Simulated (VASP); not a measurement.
NbB2, 3 atoms in the cell. Symmetry: P6/mmm, No. 191, hexagonal system. The conventional cell has a = 3.125 Å, b = 3.125 Å, c = 3.325 Å, α = 90.00°, β = 90.00°, γ = 120.00°. Nb (site symmetry 6/mmm) has 12 B at 2.45 Å and 6 Nb at 3.12 Å within 3.2 Å. B (site symmetry -6m2) has 3 B at 1.80 Å within 2.4 Å.  This cell differs from its parent crystal: volume scaled by 1.03, then relaxed in part.

- Program: VASP 6.6.1
- Task: single point
- Functional: PBEsol
- Potentials or basis: VASP PAW PBE potentials, release 64 (Nb_sv, B)
- Cutoff: 520 eV
- k mesh: 18 × 18 × 12
- Occupations: gaussian, width 0.1 eV
- Spin: no spin polarisation
- Dipole correction: no
- Further INCAR settings: ALGO = Normal; EDIFF = 1e-06; NBANDS = 16

Potentials or basis: VASP PAW PBE potentials, release 64 (Nb_sv, B).

The run is started by

```console
$ cat potpaw_PBE.64/Nb_sv/POTCAR potpaw_PBE.64/B/POTCAR > POTCAR
$ mpirun -np 1 vasp_std > vasp.out
```

Hardware: 1 thread of Intel(R) Xeon(R) Platinum 8488C (Sapphire Rapids), with other jobs on the host.

Q: How long does it take, and how much memory?

A: Wall time 58 s on 1 thread of Intel(R) Xeon(R) Platinum 8488C (Sapphire Rapids) (shared host), peak memory 0.23 GiB. Counts: scf iterations 12, k points 259.
